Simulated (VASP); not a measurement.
# Cr (Im-3m) in VASP: a series of runs

Cr is run at these levels: PBEsol; tasks: single point, relaxation of cell and atoms.

All numbers are computed with VASP 6.6.1; they aren't measurements. Logs are shortened: lines on timing, memory, paths and dates and some standing lists are left out, and cuts for length are marked.

## (1) The cell of the first run

The structure is cubic, space group Im-3m (No. 229). The conventional cell has a = 2.815 Å, b = 2.815 Å, c = 2.815 Å, α = 90.00°, β = 90.00°, γ = 90.00°. Within 3.2 Å of Cr (site symmetry m-3m) lie 14 Cr at 2.44 to 2.82 Å.

## (2) Single point, PBEsol, collinear spin, ferromagnetic start

INCAR

```
SYSTEM = Cr
ALGO = Normal
EDIFF = 1E-7
ENCUT = 520
GGA = PS
ISIF = 2
ISMEAR = 0
ISPIN = 2
LASPH = .TRUE.
LCHARG = .TRUE.
LELF = .TRUE.
LMAXMIX = 4
LORBIT = 11
LREAL = .FALSE.
LVHAR = .TRUE.
LWAVE = .FALSE.
MAGMOM = 3
NBANDS = 16
NELM = 150
PREC = Accurate
SIGMA = 0.05
```

KPOINTS

```
k-points
0
G
  11 11 11
  0 0 0
```

POSCAR

```
Cr
1.0
   -1.4076665793      1.4076665793      1.4076665793
    1.4076665793     -1.4076665793      1.4076665793
    1.4076665793      1.4076665793     -1.4076665793
Cr
1
Direct
    0.0000000000      0.0000000000      0.0000000000
```

Potentials or basis: VASP PAW PBE potentials, release 64 (Cr_pv).

The run is started by

```console
$ cat potpaw_PBE.64/Cr_pv/POTCAR > POTCAR
$ mpirun -np 1 vasp_std > vasp.out
```

OUTCAR:

```text
SYSTEM = Cr
   EDIFF = 1E-7
   ENCUT = 520
   GGA = PS
   ISIF = 2
   ISMEAR = 0
   ISPIN = 2
   LASPH = .TRUE.
   LORBIT = 11
   LREAL = .FALSE.
   NELM = 150
   PREC = Accurate

 ion  position               nearest neighbor table
   1  0.000  0.000  0.000-

  LATTYP: Found a body centered cubic cell.
 ALAT       =     2.8153331586

  Lattice vectors:

 A1 = (  -1.4076665793,   1.4076665793,   1.4076665793)
 A2 = (   1.4076665793,  -1.4076665793,   1.4076665793)
 A3 = (   1.4076665793,   1.4076665793,  -1.4076665793)

Analysis of symmetry for initial positions (statically):
=====================================================================
 Subroutine PRICEL returns:
 Original cell was already a primitive cell.

 Routine SETGRP: Setting up the symmetry group for a
 body centered cubic supercell.

 Subroutine GETGRP returns: Found 48 space group operations
 (whereof 48 operations were pure point group operations)
 out of a pool of 48 trial point group operations.

The static configuration has the point symmetry O_h .

Analysis of symmetry for dynamics (positions and initial velocities):
=====================================================================
 Subroutine PRICEL returns:
 Original cell was already a primitive cell.

 Routine SETGRP: Setting up the symmetry group for a
 body centered cubic supercell.

 Subroutine GETGRP returns: Found 48 space group operations
 (whereof 48 operations were pure point group operations)
 out of a pool of 48 trial point group operations.

The dynamic configuration has the point symmetry O_h .

Analysis of structural, dynamic, and magnetic symmetry:
=====================================================================
 Subroutine PRICEL returns:
 Original cell was already a primitive cell.

 Routine SETGRP: Setting up the symmetry group for a
 body centered cubic supercell.

 Subroutine GETGRP returns: Found 48 space group operations
 (whereof 48 operations were pure point group operations)
 out of a pool of 48 trial point group operations.

The overall configuration has the point symmetry O_h .

 Subroutine INISYM returns: Found 48 space group operations
 (whereof 48 operations are pure point group operations),
 and found     1 'primitive' translations

----------------------------------------------------------------------------------------

                                     Primitive cell

  volume of cell :      11.1573

  direct lattice vectors                    reciprocal lattice vectors
    -1.407666579  1.407666579  1.407666579     0.000000000  0.355197749  0.355197749
     1.407666579 -1.407666579  1.407666579     0.355197749  0.000000000  0.355197749
     1.407666579  1.407666579 -1.407666579     0.355197749  0.355197749  0.000000000

  length of vectors
     2.438150035  2.438150035  2.438150035     0.502325474  0.502325474  0.502325474

  position of ions in fractional coordinates (direct lattice)
     0.000000000  0.000000000  0.000000000

  ion indices of the primitive-cell ions
   primitive index   ion index
                 1           1

----------------------------------------------------------------------------------------

 KPOINTS: k-points

Automatic generation of k-mesh.
 Grid dimensions read from file:
 generate k-points for:   11   11   11

 Generating k-lattice:

  Cartesian coordinates                     Fractional coordinates (reciprocal lattice)
     0.000000000  0.032290704  0.032290704     0.090909091  0.000000000  0.000000000
     0.032290704  0.000000000  0.032290704     0.000000000  0.090909091  0.000000000
     0.032290704  0.032290704  0.000000000     0.000000000  0.000000000  0.090909091

  Length of vectors
     0.045665952  0.045665952  0.045665952

  Shift w.r.t. Gamma in fractional coordinates (k-lattice)
     0.000000000  0.000000000  0.000000000

 Subroutine IBZKPT returns following result:
 ===========================================

 Found     56 irreducible k-points:

 Following reciprocal coordinates:
            Coordinates               Weight
  0.000000  0.000000  0.000000      1.000000
  0.090909  0.000000  0.000000     12.000000
  0.181818  0.000000  0.000000     12.000000
  0.272727  0.000000  0.000000     12.000000
  0.363636  0.000000  0.000000     12.000000
  0.454545  0.000000  0.000000     12.000000
[... 16 lines left out ...]
  0.272727  0.181818  0.090909     48.000000
  0.363636  0.181818  0.090909     24.000000
 [... further k-points ...]
   k-points           NKPTS =     56   k-points in BZ     NKDIM =     56   number of bands    NBANDS=     16
   number of dos      NEDOS =    301   number of ions     NIONS =      1
   total plane-waves  NPLWV =   5832
   dimension x,y,z NGX =    18 NGY =   18 NGZ =   18
   dimension x,y,z NGXF=    36 NGYF=   36 NGZF=   36
   ions per type =               1
   NGX,Y,Z   is equivalent  to a cutoff of  12.27, 12.27, 12.27 a.u.
   NGXF,Y,Z  is equivalent  to a cutoff of  24.55, 24.55, 24.55 a.u.
 SYSTEM =  Cr
   PREC   = accura    normal or accurate (medium, high low for compatibility)
   ISTART =      0    job   : 0-new  1-cont  2-samecut
   ICHARG =      2    charge: 1-file 2-atom 10-const
   ISPIN  =      2    spin polarized calculation?
   LNONCOLLINEAR =      F non collinear calculations
   LSORBIT =      F    spin-orbit coupling
   LASPH  =      T    aspherical Exc in radial PAW
   ENCUT  =  520.0 eV  38.22 Ry    6.18 a.u.   4.53  4.53  4.53*2*pi/ulx,y,z
   NELM   =    150;   NELMIN=  2; NELMDL= -5     # of ELM steps
   EDIFF  = 0.1E-06   stopping-criterion for ELM
   LREAL  =      F    real-space projection
   EDIFFG = 0.1E-05   stopping-criterion for IOM
   NSW    =      0    number of steps for IOM
   IBRION =     -1    ionic relax: 0-MD 1-quasi-New 2-CG
   NFREE  =      0    steps in history (QN), initial steepest desc. (CG)
   ISIF   =      2    stress and relaxation
   ISYM   =      2    0-nonsym 1-usesym 2-fastsym
   POTIM  = 0.5000    time-step for ionic-motion
   TEBEG  =    0.0;   TEEND  =   0.0 temperature during run
   PSTRESS=    0.0 pullay stress
   NELECT =      12.0000    total number of electrons
   NUPDOWN=      -1.0000    fix difference up-down
   EMIN   =  10.00;   EMAX   =-10.00  energy-range for DOS
   EFERMI =   0.00;   METHOD = LEGACY
   ISMEAR =     0;   SIGMA  =   0.05  broadening in eV -4-tet -1-fermi 0-gaus
   EFERMI_NEDOS =   21; number of points for ismear=-14 and -15
   IALGO  =     38    algorithm
   IMIX   =      4    mixing-type and parameters
     AMIX     =   0.40;   BMIX     =  1.00
     AMIX_MAG =   1.60;   BMIX_MAG =  1.00
  volume/ion in A,a.u.               =      11.16        75.29
  Fermi-wavevector in a.u.,A,eV,Ry     =   1.677318  3.169672 38.278579  2.813396
  Thomas-Fermi vector in A             =   2.761605
   LORBIT       =     11    0 simple, 1 ext, 2 COOP (PROOUT), +10 PAW based schemes
   GGA     = PS    functional components
   LHFCALC =     F    Hartree Fock is set to
   AEXX    =    0.0000 exact exchange contribution
   IVDW    =     0    specifies the selected vdW correction
   LEPSILON=     F    determine dielectric tensor
   LRPA    =     F    only Hartree local field effects (RPA)
 spin polarized calculation
 Gauss-broadening in eV      SIGMA  =   0.05
  energy-cutoff  :      520.00
  volume of cell :       11.16
 maximum number of plane-waves:       321
 NGX is ok and might be reduce to    18
   NGX =  9   NGY =  9   NGZ =  9

 number of electron      12.0000012 magnetization       0.0609465

 number of electron      12.0000012 magnetization      -0.0004904

 Free energy of the ion-electron system (eV)
  ---------------------------------------------------
  ext. energy  EPLUGINS =         0.00000000
  ---------------------------------------------------
  free energy    TOTEN  =       -10.22949588 eV

  energy without entropy =      -10.22743991  energy(sigma->0) =      -10.22846790

 E-fermi :  11.3084     XC(G=0): -14.0384

 val. band max:       11.3011103666   @ k =  -0.4545  -0.4545   0.2727
 cond. band min:      11.3108833838   @ k =  -0.1818   0.2727   0.0909
 fundamental gap:      0.0097730173
 Fermi energy:        11.3083641801

 spin component 1

 k-point     1 :       0.0000    0.0000    0.0000
  band No.  band energies     occupation
      1     -31.2030      1.00000
      2     -31.2030      1.00000
      3     -31.2030      1.00000
      4       3.3184      1.00000
      5      10.3737      1.00000
      6      10.3737      1.00000
[... 8 lines left out ...]
     15      41.7357      0.00000
     16      46.5815      0.00000

 k-point     2 :       0.0909    0.0000    0.0000
  band No.  band energies     occupation
      1     -31.2891      1.00000
      2     -31.2291      1.00000
      3     -31.2036      1.00000
      4       3.6900      1.00000
      5      10.2277      1.00000
      6      10.3432      1.00000
[... 8 lines left out ...]
     15      42.3939      0.00000
     16      43.6773      0.00000
[... 387 lines left out ...]
      5       8.7228      1.00000
      6       9.6758      1.00000
[... 8 lines left out ...]
     15      44.1321      0.00000
     16      47.0115      0.00000

 k-point    24 :       0.3636    0.1818    0.0909
  band No.  band energies     occupation
      1     -32.0504      1.00000
      2     -31.6629      1.00000
      3     -31.3683      1.00000
      4       7.8901      1.00000
      5       8.6663      1.00000
      6      10.1208      1.00000
[... 8 lines left out ...]
     15      44.0329      0.00000
     16      47.1731      0.00000

 [... further k-points ...]

 spin component 2

 k-point     1 :       0.0000    0.0000    0.0000
  band No.  band energies     occupation
      1     -31.2035      1.00000
      2     -31.2035      1.00000
      3     -31.2035      1.00000
      4       3.3182      1.00000
      5      10.3732      1.00000
      6      10.3732      1.00000
[... 8 lines left out ...]
     15      41.7357      0.00000
     16      46.5811      0.00000

 k-point     2 :       0.0909    0.0000    0.0000
  band No.  band energies     occupation
      1     -31.2896      1.00000
      2     -31.2296      1.00000
      3     -31.2041      1.00000
      4       3.6899      1.00000
      5      10.2272      1.00000
      6      10.3427      1.00000
[... 8 lines left out ...]
     15      42.3938      0.00000
     16      43.6770      0.00000
[... 387 lines left out ...]
      5       8.7224      1.00000
      6       9.6754      1.00000
[... 8 lines left out ...]
     15      44.1319      0.00000
     16      47.0113      0.00000

 k-point    24 :       0.3636    0.1818    0.0909
  band No.  band energies     occupation
      1     -32.0509      1.00000
      2     -31.6634      1.00000
      3     -31.3688      1.00000
      4       7.8898      1.00000
      5       8.6659      1.00000
      6      10.1204      1.00000
[... 8 lines left out ...]
     15      44.0327      0.00000
     16      47.1728      0.00000

 [... further k-points ...]
[... 5 lines left out ...]
  --------------------------------------------------------------------------------------
  -------------------------------------------------------------------------------------
  Total       -0.0354255     -0.0354255     -0.0354255     -0.0000000      0.0000000     -0.0000000
  in kB       -5.0870578     -5.0870578     -5.0870578     -0.0000000      0.0000000     -0.0000000
  external PRESSURE =      -5.0870578 kB  Pullay stress =       0.0000000 kB

 VOLUME and BASIS-vectors are now :
 -----------------------------------------------------------------------------
  energy-cutoff  :      520.00
  volume of cell :       11.16
      direct lattice vectors                 reciprocal lattice vectors
    -1.407666579  1.407666579  1.407666579     0.000000000  0.355197749  0.355197749
     1.407666579 -1.407666579  1.407666579     0.355197749  0.000000000  0.355197749
     1.407666579  1.407666579 -1.407666579     0.355197749  0.355197749  0.000000000

 POSITION                                       TOTAL-FORCE (eV/Angst)
 -----------------------------------------------------------------------------------
      0.00000      0.00000      0.00000         0.000000      0.000000     -0.000000
 -----------------------------------------------------------------------------------
    total drift:                                0.000000      0.000000      0.000000

  FREE ENERGIE OF THE ION-ELECTRON SYSTEM (eV)
  ---------------------------------------------------
  free  energy   TOTEN  =       -10.2294958828 eV

  energy  without entropy=      -10.2274399146  energy(sigma->0) =      -10.22846790

 total charge

# of ion       s       p       d       tot
------------------------------------------
    1        0.443   6.432   4.257  11.133

 magnetization (x)

# of ion       s       p       d       tot
------------------------------------------
    1       -0.000  -0.000  -0.000  -0.000
```

It took 9.2 s on 1 thread of Intel Xeon 6975P-C (Granite Rapids), shared host; peak memory 0.13 GiB.

Results:

```yaml
Free_energy: -10.2295 eV
Pressure: -0.5 GPa
Band_gap_on_the_k_mesh: zero (filled and empty bands overlap)
Net_moment: 0.00 μB per cell
Valence_electrons_inside_the_program's_atomic_spheres: Cr 11.13
```

Levels at points of the mesh, in eV from the Fermi level:
Spin up:
| k point | band 4 | band 5 | band 6 | band 7 | band 8 | band 9 |
| --- | --- | --- | --- | --- | --- | --- |
| (0.00, 0.00, 0.00) | -7.99 | -0.93 | -0.93 | -0.93 | 1.18 | 1.18 |
Spin down:
| k point | band 4 | band 5 | band 6 | band 7 | band 8 | band 9 |
| --- | --- | --- | --- | --- | --- | --- |
| (0.00, 0.00, 0.00) | -7.99 | -0.94 | -0.94 | -0.94 | 1.18 | 1.18 |

Caveat: the starting moments collapsed, and a magnetic state may lie lower; the PAW data sets were made with another functional, which shifts forces and pressure a little.

(Continued in part 2 of 2.)
